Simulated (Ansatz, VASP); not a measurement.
**Si: VASP beside Ansatz**

The input INCAR:

```
SYSTEM = Si
ALGO     = Normal         ! electronic algorithm
EDIFF    = 1E-6           ! SCF threshold, eV
ENCUT    = 520            ! plane-wave cutoff, eV
GGA      = CA             ! functional
ISIF     = 2              ! what is computed and relaxed
ISMEAR   = -1             ! smearing method
LASPH    = .TRUE.         ! aspherical terms in the spheres
LCHARG   = .FALSE.        ! write CHGCAR
LREAL    = .FALSE.        ! projectors in reciprocal space
LWAVE    = .FALSE.        ! write WAVECAR
NBANDS   = 11             ! bands
NELM     = 100            ! most SCF steps
PREC     = Accurate       ! precision mode
SIGMA    = 0.1            ! smearing width, eV
```

Contents of KPOINTS:

```
k-points
0
G
  13 13 13
  0 0 0
```

Contents of POSCAR:

```
Si
1.0
    0.0000000000      2.5882106009      2.5882106009
    2.5882106009      0.0000000000      2.5882106009
    2.5882106009      2.5882106009      0.0000000000
Si
2
Direct
   -0.1250000000     -0.1250000000     -0.1250000000
    0.1250000000      0.1250000000      0.1250000000
```

Input for Ansatz:

```yaml
crystal:
  lattice:
    - [0.0, 2.5882106009, 2.5882106009]
    - [2.5882106009, 0.0, 2.5882106009]
    - [2.5882106009, 2.5882106009, 0.0]
  atoms:
    - { symbol: Si, position: [-0.125, -0.125, -0.125] }
    - { symbol: Si, position: [0.125, 0.125, 0.125] }
kpoints:
  mp_grid: { grid: [13, 13, 13] }
scf:
  occupations: { method: fermi_dirac, width: 0.1 }
hamiltonian:
  xc: lda
  pseudopotentials: { kind: all_electron, lapw: { basis_error: 0.001 } }
output:
  forces: true
  stress: true
  eigenvalues: true
  populations: true
```

Change from the starting cell: volume scaled by 0.88, LAPW.

Alike in both runs: task single point; functional LDA; k mesh 13 × 13 × 13; occupations fermi-dirac, width 0.1 eV; no spin polarisation.

|  | VASP | Ansatz |
| --- | --- | --- |
| version | VASP 6.6.1 | Ansatz 0.2.0 |
| potentials or method | VASP PAW LDA potentials, release 64 (Si), cutoff 520 eV | all-electron LAPW, scalar-relativistic |

|  | VASP | Ansatz | Ansatz less VASP |
| --- | --- | --- | --- |
| pressure (GPa) | 16.2 | 16.0 | -0.23 |

LDA's correlation is that of Perdew and Zunger in VASP and of Perdew and Wang (1992) in Ansatz. Ansatz ran all-electron here, and VASP with PAW potentials.
